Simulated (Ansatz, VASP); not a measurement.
## Two plane-wave programs on Mo

```
Mo
1.0
     2.90556    0.02198   -0.20844
    -1.43375    2.18960    0.11385
    -0.18942    0.01011    2.52668
Mo
1
Direct
  0.00000 0.00000 0.50000
```

Change from the starting cell: cell sheared at random, sigma 0.06, atoms nudged by 0.01 Å; relaxed back.

Alike in both runs: task relaxation of cell and atoms; functional PBEsol; k mesh 12 × 12 × 14; occupations gaussian, width 0.15 eV; no spin polarisation.

|  | VASP | Ansatz |
| --- | --- | --- |
| version | VASP 6.6.1 | Ansatz 0.2.0 |
| potentials or method | VASP PAW PBE potentials, release 64 (Mo_sv), cutoff 600 eV | scalar-relativistic, plane waves, PAW |
| valence electrons in the cell | 14 | 14 |

Ansatz gave:

- gap on the k mesh at the Fermi level, each at its own relaxed structure (eV): none
- relaxed volume (Å³/atom): 15.33
- relaxed length of the cell vector where the two differ most in proportion (Å): 2.710

Problem. Estimate VASP's values.

Solution. gap on the k mesh at the Fermi level, each at its own relaxed structure (eV): none; relaxed volume (Å³/atom): 15.35; relaxed length of the cell vector where the two differ most in proportion (Å): 2.712.

VASP's potentials were made for PBE, not for PBEsol. A gap of «none» marks a metal or a gap that the smearing closes.
